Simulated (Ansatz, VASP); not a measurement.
Nb: VASP beside Ansatz

```xyz
1
Lattice="0.0000 2.1150 2.1150 2.1150 0.0000 2.1150 2.1150 2.1150 0.0000" Properties=species:S:1:pos:R:3 pbc="T T T"
Nb    0.0000    0.0000    0.0000
```

Alike in both runs: task single point; functional PBEsol; k mesh 13 × 13 × 13; occupations fermi-dirac, width 0.08 eV; no spin polarisation.

|  | VASP | Ansatz |
| --- | --- | --- |
| version | VASP 6.6.1 | Ansatz 0.2.0 |
| potentials or method | VASP PAW PBE potentials, release 64 (Nb_sv), cutoff 520 eV | all-electron LAPW, scalar-relativistic |

Ansatz gave:

* pressure (GPa): -6.6

**Question.** Which values does VASP return?

**Answer.** Pressure (GPa): -6.9.

VASP's potentials were made for PBE, not for PBEsol. Ansatz ran all-electron here, and VASP with PAW potentials.
